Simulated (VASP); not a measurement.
# ZrB (Fm-3m) in VASP: notebook

ZrB is run at these levels: PBE; tasks: single point.

All numbers are computed with VASP 6.6.1; they aren't measurements. Logs are shortened: lines on timing, memory, paths and dates and some standing lists are left out, and cuts for length are marked.

**1. The cell of the first run**

Symmetry: Fm-3m, No. 225, cubic system. The conventional cell has a = 4.913 Å, b = 4.913 Å, c = 4.913 Å, α = 90.00°, β = 90.00°, γ = 90.00°. Within 3.2 Å of Zr (site symmetry m-3m) lie 6 B at 2.46 Å. B (site symmetry m-3m) has 6 Zr at 2.46 Å within 3.2 Å.

**2. Single point, PBE**

File INCAR:

```
SYSTEM = ZrB
ALGO = Normal ; EDIFF = 1E-6
ENCUT = 500 ; GGA = PE
GGA_COMPAT = .False. ; ISIF = 2
ISMEAR = 1 ; LASPH = .True.
LCHARG = .False. ; LREAL = .False.
LWAVE = .False. ; NBANDS = 14
NELM = 120 ; PREC = Accurate
SIGMA = 0.1
```

File KPOINTS:

```
k-points
0
Gamma
  8 8 8
  0 0 0
```

File POSCAR:

```
ZrB
1.0
    0.0000000000      2.4563200000      2.4563200000
    2.4563200000      0.0000000000      2.4563200000
    2.4563200000      2.4563200000      0.0000000000
Zr B
1 1
Direct
    0.5000000000      0.5000000000      0.5000000000
    0.0000000000      0.0000000000      0.0000000000
```

Potentials or basis: VASP PAW PBE potentials, release 64 (Zr_sv, B).

On the command line:

```sh
cat potpaw_PBE.64/Zr_sv/POTCAR potpaw_PBE.64/B/POTCAR > POTCAR
mpirun -np 1 vasp_std > vasp.out
```

OUTCAR:

```text
SYSTEM = ZrB
   EDIFF = 1E-6
   ENCUT = 500
   GGA = PE
   ISIF = 2
   ISMEAR = 1
   LASPH = .True.
   LREAL = .False.
   NELM = 120
   PREC = Accurate

 ion  position               nearest neighbor table
   1  0.500  0.500  0.500-   2 2.46   2 2.46   2 2.46   2 2.46   2 2.46   2 2.46
   2  0.000  0.000  0.000-   1 2.46   1 2.46   1 2.46   1 2.46   1 2.46   1 2.46

  LATTYP: Found a face centered cubic cell.
 ALAT       =     4.9126400000

  Lattice vectors:

 A1 = (   0.0000000000,   2.4563200000,   2.4563200000)
 A2 = (   2.4563200000,   0.0000000000,   2.4563200000)
 A3 = (   2.4563200000,   2.4563200000,   0.0000000000)

Analysis of symmetry for initial positions (statically):
=====================================================================
 Subroutine PRICEL returns:
 Original cell was already a primitive cell.

 Routine SETGRP: Setting up the symmetry group for a
 face centered cubic supercell.

 Subroutine GETGRP returns: Found 48 space group operations
 (whereof 48 operations were pure point group operations)
 out of a pool of 48 trial point group operations.

The static configuration has the point symmetry O_h .

Analysis of symmetry for dynamics (positions and initial velocities):
=====================================================================
 Subroutine PRICEL returns:
 Original cell was already a primitive cell.

 Routine SETGRP: Setting up the symmetry group for a
 face centered cubic supercell.

 Subroutine GETGRP returns: Found 48 space group operations
 (whereof 48 operations were pure point group operations)
 out of a pool of 48 trial point group operations.

The dynamic configuration has the point symmetry O_h .

 Subroutine INISYM returns: Found 48 space group operations
 (whereof 48 operations are pure point group operations),
 and found     1 'primitive' translations

----------------------------------------------------------------------------------------

                                     Primitive cell

  volume of cell :      29.6405

  direct lattice vectors                    reciprocal lattice vectors
     0.000000000  2.456320000  2.456320000    -0.203556540  0.203556540  0.203556540
     2.456320000  0.000000000  2.456320000     0.203556540 -0.203556540  0.203556540
     2.456320000  2.456320000  0.000000000     0.203556540  0.203556540 -0.203556540

  length of vectors
     3.473761058  3.473761058  3.473761058     0.352570269  0.352570269  0.352570269

  position of ions in fractional coordinates (direct lattice)
     0.500000000  0.500000000  0.500000000
     0.000000000  0.000000000  0.000000000

  ion indices of the primitive-cell ions
   primitive index   ion index
                 1           1
                 2           2

----------------------------------------------------------------------------------------

 KPOINTS: k-points

Automatic generation of k-mesh.
 Grid dimensions read from file:
 generate k-points for:    8    8    8

 Generating k-lattice:

  Cartesian coordinates                     Fractional coordinates (reciprocal lattice)
    -0.025444567  0.025444567  0.025444567     0.125000000  0.000000000  0.000000000
     0.025444567 -0.025444567  0.025444567     0.000000000  0.125000000  0.000000000
     0.025444567  0.025444567 -0.025444567     0.000000000  0.000000000  0.125000000

  Length of vectors
     0.044071284  0.044071284  0.044071284

  Shift w.r.t. Gamma in fractional coordinates (k-lattice)
     0.000000000  0.000000000  0.000000000

 Subroutine IBZKPT returns following result:
 ===========================================

 Found     29 irreducible k-points:

 Following reciprocal coordinates:
            Coordinates               Weight
  0.000000  0.000000  0.000000      1.000000
  0.125000  0.000000  0.000000      8.000000
  0.250000  0.000000  0.000000      8.000000
  0.375000  0.000000  0.000000      8.000000
  0.500000  0.000000  0.000000      4.000000
  0.125000  0.125000  0.000000      6.000000
[... 16 lines left out ...]
  0.500000  0.250000  0.125000     48.000000
 -0.375000  0.250000  0.125000     24.000000
 [... further k-points ...]
   k-points           NKPTS =     29   k-points in BZ     NKDIM =     29   number of bands    NBANDS=     14
   number of dos      NEDOS =    301   number of ions     NIONS =      2
   total plane-waves  NPLWV =  21952
   dimension x,y,z NGX =    28 NGY =   28 NGZ =   28
   dimension x,y,z NGXF=    56 NGYF=   56 NGZF=   56
   ions per type =               1   1
   NGX,Y,Z   is equivalent  to a cutoff of  13.40, 13.40, 13.40 a.u.
   NGXF,Y,Z  is equivalent  to a cutoff of  26.80, 26.80, 26.80 a.u.
 SYSTEM =  ZrB
   PREC   = accura    normal or accurate (medium, high low for compatibility)
   ISTART =      0    job   : 0-new  1-cont  2-samecut
   ICHARG =      2    charge: 1-file 2-atom 10-const
   ISPIN  =      1    spin polarized calculation?
   LNONCOLLINEAR =      F non collinear calculations
   LSORBIT =      F    spin-orbit coupling
   LASPH  =      T    aspherical Exc in radial PAW
   ENCUT  =  500.0 eV  36.75 Ry    6.06 a.u.   6.33  6.33  6.33*2*pi/ulx,y,z
   NELM   =    120;   NELMIN=  2; NELMDL= -5     # of ELM steps
   EDIFF  = 0.1E-05   stopping-criterion for ELM
   LREAL  =      F    real-space projection
   EDIFFG = 0.1E-04   stopping-criterion for IOM
   NSW    =      0    number of steps for IOM
   IBRION =     -1    ionic relax: 0-MD 1-quasi-New 2-CG
   NFREE  =      0    steps in history (QN), initial steepest desc. (CG)
   ISIF   =      2    stress and relaxation
   ISYM   =      2    0-nonsym 1-usesym 2-fastsym
   POTIM  = 0.5000    time-step for ionic-motion
   TEBEG  =    0.0;   TEEND  =   0.0 temperature during run
   PSTRESS=    0.0 pullay stress
   NELECT =      15.0000    total number of electrons
   NUPDOWN=      -1.0000    fix difference up-down
   EMIN   =  10.00;   EMAX   =-10.00  energy-range for DOS
   EFERMI =   0.00;   METHOD = LEGACY
   ISMEAR =     1;   SIGMA  =   0.10  broadening in eV -4-tet -1-fermi 0-gaus
   EFERMI_NEDOS =   21; number of points for ismear=-14 and -15
   IALGO  =     38    algorithm
   IMIX   =      4    mixing-type and parameters
     AMIX     =   0.40;   BMIX     =  1.00
     AMIX_MAG =   1.60;   BMIX_MAG =  1.00
  volume/ion in A,a.u.               =      14.82       100.01
  Fermi-wavevector in a.u.,A,eV,Ry     =   1.304599  2.465334 23.156817  1.701978
  Thomas-Fermi vector in A             =   2.435524
   LORBIT       =      0    0 simple, 1 ext, 2 COOP (PROOUT), +10 PAW based schemes
   GGA     = PE    functional components
   LHFCALC =     F    Hartree Fock is set to
   AEXX    =    0.0000 exact exchange contribution
   IVDW    =     0    specifies the selected vdW correction
   LEPSILON=     F    determine dielectric tensor
   LRPA    =     F    only Hartree local field effects (RPA)
 non-spin polarized calculation
 Methfessel and Paxton  Order N= 1 SIGMA  =   0.10
  energy-cutoff  :      500.00
  volume of cell :       29.64
 maximum number of plane-waves:       763
 NGX is ok and might be reduce to    28
   NGX = 13   NGY = 13   NGZ = 13

 number of electron      15.0000000 magnetization

 Free energy of the ion-electron system (eV)
  ---------------------------------------------------
  ext. energy  EPLUGINS =         0.00000000
  ---------------------------------------------------
  free energy    TOTEN  =       -15.99764069 eV

  energy without entropy =      -15.99743382  energy(sigma->0) =      -15.99757173

 E-fermi :   7.4307     XC(G=0): -11.4499

 val. band max:        7.3741408327   @ k =   0.5000   0.2500   0.0000
 cond. band min:       7.4712817742   @ k =   0.3750   0.2500   0.1250
 fundamental gap:      0.0971409415
 Fermi energy:         7.4306550014

 k-point     1 :       0.0000    0.0000    0.0000
  band No.  band energies     occupation
      1     -40.1056      2.00000
      2     -17.9329      2.00000
      3     -17.9329      2.00000
      4     -17.9329      2.00000
      5      -0.6195      2.00000
      6       9.1410     -0.00000
      7       9.1410     -0.00000
      8       9.1410     -0.00000
      9      10.5233      0.00000
     10      10.5233      0.00000
     11      10.8251      0.00000
     12      10.8251      0.00000
     13      10.8251      0.00000
     14      18.3182      0.00000

 k-point     2 :       0.1250    0.0000    0.0000
  band No.  band energies     occupation
      1     -40.0974      2.00000
      2     -18.0137      2.00000
      3     -17.9412      2.00000
      4     -17.9411      2.00000
      5      -0.2789      2.00000
      6       8.1748     -0.00000
      7       8.6163     -0.00000
      8       8.6163     -0.00000
      9       9.7198      0.00000
     10       9.7198      0.00000
     11      11.1943      0.00000
     12      12.8352      0.00000
     13      12.8352      0.00000
     14      18.7522      0.00000

 k-point     3 :       0.2500    0.0000    0.0000
  band No.  band energies     occupation
      1     -40.0776      2.00000
      2     -18.2036      2.00000
      3     -17.9610      2.00000
      4     -17.9610      2.00000
      5       0.6516      2.00000
      6       6.5485      2.00000
      7       7.3518      1.97421
      8       7.3518      1.97421
      9      10.4867      0.00000
     10      10.4867      0.00000
     11      11.6584      0.00000
     12      15.2271      0.00000
     13      15.2271      0.00000
     14      18.6514      0.00000
[... 324 lines left out ...]
 k-point    23 :       0.5000    0.2500    0.1250
  band No.  band energies     occupation
      1     -40.0466      2.00000
      2     -18.3415      2.00000
      3     -18.1145      2.00000
      4     -18.0187      2.00000
      5       2.0955      2.00000
      6       5.0034      2.00000
      7       6.5049      2.00000
      8       6.9395      2.00000
      9      10.6522      0.00000
     10      12.4412      0.00000
     11      13.1458      0.00000
     12      14.8255      0.00000
     13      17.0595      0.00000
     14      18.9205      0.00000

 k-point    24 :      -0.3750    0.2500    0.1250
  band No.  band energies     occupation
      1     -40.0399      2.00000
      2     -18.3845      2.00000
      3     -18.1289      2.00000
      4     -18.0350      2.00000
      5       2.5704      2.00000
      6       4.5866      2.00000
      7       6.3943      2.00000
      8       6.7517      2.00000
      9      11.6820      0.00000
     10      11.7604      0.00000
     11      13.0913      0.00000
     12      16.3864      0.00000
     13      16.4948      0.00000
     14      17.9638      0.00000

 [... further k-points ...]
[... 5 lines left out ...]
  --------------------------------------------------------------------------------------
  -------------------------------------------------------------------------------------
  Total       -0.1178703     -0.1178703     -0.1178703      0.0000000      0.0000000     -0.0000000
  in kB       -6.3713281     -6.3713281     -6.3713281      0.0000000      0.0000000     -0.0000000
  external PRESSURE =      -6.3713281 kB  Pullay stress =       0.0000000 kB

 VOLUME and BASIS-vectors are now :
 -----------------------------------------------------------------------------
  energy-cutoff  :      500.00
  volume of cell :       29.64
      direct lattice vectors                 reciprocal lattice vectors
     0.000000000  2.456320000  2.456320000    -0.203556540  0.203556540  0.203556540
     2.456320000  0.000000000  2.456320000     0.203556540 -0.203556540  0.203556540
     2.456320000  2.456320000  0.000000000     0.203556540  0.203556540 -0.203556540

 POSITION                                       TOTAL-FORCE (eV/Angst)
 -----------------------------------------------------------------------------------
      2.45632      2.45632      2.45632         0.000000     -0.000000      0.000000
      0.00000      0.00000      0.00000        -0.000000      0.000000     -0.000000
 -----------------------------------------------------------------------------------
    total drift:                                0.000000      0.000000      0.000000

  FREE ENERGIE OF THE ION-ELECTRON SYSTEM (eV)
  ---------------------------------------------------
  free  energy   TOTEN  =       -15.9976406898 eV

  energy  without entropy=      -15.9974338167  energy(sigma->0) =      -15.99757173
```

Wall time 14 s (1 thread of AMD EPYC 7R43 (Zen 3), shared host); peak memory 0.12 GiB.

Results:

```yaml
Free_energy: -15.9976 eV
Pressure: -0.6 GPa
```

Levels at points of the mesh, in eV from the Fermi level:
```tsv
k point	band 5	band 6	band 7	band 8	band 9	band 10	band 11	band 12
(0.00, 0.00, 0.00)	-8.05	1.71	1.71	1.71	3.09	3.09	3.39	3.39
(0.50, 0.00, 0.00)	-4.22	-3.81	-1.17	-1.17	4.75	4.75	6.01	7.44
(0.50, 0.50, 0.00)	-6.11	-0.83	-0.79	2.01	2.01	4.49	5.66	5.66
```

**3. Single point, PBE**

This run uses another cell than the first one, of 15.41 Å³/atom, 1.040 times its volume.

File INCAR:

```
SYSTEM = ZrB
PREC     = Accurate       ! precision mode
ENCUT    = 500            ! plane-wave cutoff, eV
EDIFF    = 1E-6           ! SCF threshold, eV
ISMEAR   = 1              ! smearing method
SIGMA    = 0.1            ! smearing width, eV
LREAL    = .FALSE.        ! projectors in reciprocal space
LASPH    = .TRUE.         ! aspherical terms in the spheres
NELM     = 120            ! most SCF steps
ALGO     = Normal         ! electronic algorithm
ISIF     = 2              ! what is computed and relaxed
LWAVE    = .FALSE.        ! write WAVECAR
LCHARG   = .FALSE.        ! write CHGCAR
GGA      = PE             ! functional
NBANDS   = 14             ! bands
GGA_COMPAT= .FALSE.
```

File KPOINTS:

```
Automatic mesh
0
G
  8 8 8
  0 0 0
```

File POSCAR:

```
ZrB
1.0
    0.0000000000      2.4886437068      2.4886437068
    2.4886437068      0.0000000000      2.4886437068
    2.4886437068      2.4886437068      0.0000000000
Zr B
1 1
Direct
    0.5000000000      0.5000000000      0.5000000000
    0.0000000000      0.0000000000      0.0000000000
```

Potentials or basis: VASP PAW PBE potentials, release 64 (Zr_sv, B).

On the command line:

```sh
cat potpaw_PBE.64/Zr_sv/POTCAR potpaw_PBE.64/B/POTCAR > POTCAR
mpirun -np 1 vasp_std > vasp.out
```

Run time: 15 s. Hardware: 1 thread of AMD EPYC 7R43 (Zen 3), shared host; peak memory 0.12 GiB.

The run converged. Its results:

```
Free energy : -15.9715 eV
Pressure    : -6.4 GPa
```

Levels at points of the mesh, in eV from the Fermi level:
```
           k point  band 6  band 7  band 8  band 9  band 10  band 11
(0.00, 0.00, 0.00)    1.66    1.66    1.66    2.96     2.96     3.30
(0.50, 0.00, 0.00)   -3.72   -1.12   -1.12    4.53     4.53     5.72
(0.50, 0.50, 0.00)   -0.90   -0.72    1.91    1.91     4.28     5.38
```

**4. Single point, PBE**

This run uses another cell than the first one, of 16.01 Å³/atom, 1.080 times its volume.

File INCAR:

```
SYSTEM = ZrB
PREC = Accurate
ENCUT = 500
EDIFF = 1E-6
ISMEAR = 1
SIGMA = 0.1
LREAL = .False.
LASPH = .True.
NELM = 120
ALGO = Normal
ISIF = 2
LWAVE = .False.
LCHARG = .False.
GGA = PE
NBANDS = 14
GGA_COMPAT = .False.
```

File KPOINTS:

```
Automatic mesh
0
Gamma
  8 8 8
  0 0 0
```

File POSCAR:

```
ZrB
1.0
    0.0000000000      2.5201488704      2.5201488704
    2.5201488704      0.0000000000      2.5201488704
    2.5201488704      2.5201488704      0.0000000000
Zr B
1 1
Direct
    0.5000000000      0.5000000000      0.5000000000
    0.0000000000      0.0000000000      0.0000000000
```

On the command line:

```sh
cat potpaw_PBE.64/Zr_sv/POTCAR potpaw_PBE.64/B/POTCAR > POTCAR
mpirun -np 1 vasp_std > vasp.out
```

It took 14 s on 1 thread of AMD EPYC 7R43 (Zen 3), shared host; peak memory 0.12 GiB.

It converged, with:

```
Free energy : -15.9069 eV
Pressure    : -11.1 GPa
```

Levels at points of the mesh, in eV from the Fermi level:
```
           k point  band 4  band 5  band 6  band 7  band 8  band 9  band 10  band 11  band 12  band 13
(0.00, 0.00, 0.00)  -25.73   -7.87    1.62    1.62    1.62    2.84     2.84     3.22     3.22     3.22
(0.50, 0.00, 0.00)  -25.77   -4.39   -3.62   -1.07   -1.07    4.33     4.33     5.45     7.09    10.29
(0.50, 0.50, 0.00)  -25.87   -5.94   -0.96   -0.65    1.81    1.81     4.09     5.13     5.13     7.61
```

**5. Single point, PBE**

This run uses another cell than the first one, of 16.60 Å³/atom, 1.120 times its volume.

File INCAR:

```
PREC     = Accurate       # precision mode
ENCUT    = 500            # plane-wave cutoff, eV
EDIFF    = 1E-6           # SCF threshold, eV
ISMEAR   = 1              # smearing method
SIGMA    = 0.1            # smearing width, eV
LREAL    = F              # projectors in reciprocal space
LASPH    = T              # aspherical terms in the spheres
NELM     = 120            # most SCF steps
ALGO     = Normal         # electronic algorithm
ISIF     = 2              # what is computed and relaxed
LWAVE    = F              # write WAVECAR
LCHARG   = F              # write CHGCAR
GGA      = PE             # functional
NBANDS   = 14             # bands
GGA_COMPAT= F
```

File KPOINTS:

```
regular mesh
0
Gamma
  8 8 8
```

File POSCAR:

```
ZrB
1.0
    0.0000000000      2.5508854225      2.5508854225
    2.5508854225      0.0000000000      2.5508854225
    2.5508854225      2.5508854225      0.0000000000
Zr B
1 1
Direct
    0.5000000000      0.5000000000      0.5000000000
    0.0000000000      0.0000000000      0.0000000000
```

On the command line:

```sh
cat potpaw_PBE.64/Zr_sv/POTCAR potpaw_PBE.64/B/POTCAR > POTCAR
mpirun -np 1 vasp_std > vasp.out
```

It took 15 s on 1 thread of AMD EPYC 7R43 (Zen 3), shared host; peak memory 0.13 GiB.

It converged, with:

- Free energy: -15.8107 eV
- Pressure: -14.9 GPa

Levels at points of the mesh, in eV from the Fermi level:
| k point | band 5 | band 6 | band 7 | band 8 | band 9 | band 10 | band 11 | band 12 |
| --- | --- | --- | --- | --- | --- | --- | --- | --- |
| (0.00, 0.00, 0.00) | -7.77 | 1.57 | 1.57 | 1.57 | 2.72 | 2.72 | 3.13 | 3.13 |
| (0.50, 0.00, 0.00) | -4.45 | -3.54 | -1.03 | -1.03 | 4.14 | 4.14 | 5.20 | 6.92 |
| (0.50, 0.50, 0.00) | -5.86 | -1.01 | -0.59 | 1.73 | 1.73 | 3.90 | 4.89 | 4.89 |

**6. Overview**

```csv
cell,gap on the mesh (eV),pressure (GPa)
"a = 3.474 Å, angles 60.0°, 2 atoms",none,-0.6
"a = 3.519 Å, angles 60.0°, 2 atoms",none,-6.4
"a = 3.564 Å, angles 60.0°, 2 atoms",none,-11.1
"a = 3.607 Å, angles 60.0°, 2 atoms",none,-14.9
```

Alike in all rows: task single point; level PBE; potentials or basis VASP PAW PBE potentials, release 64 (Zr_sv, B); no spin polarisation; k mesh 8 × 8 × 8; cutoff (eV) 500; smearing methfessel-paxton 0.1 eV.

Total energies depend on the potentials used, so only differences within one code and one set of settings carry meaning.
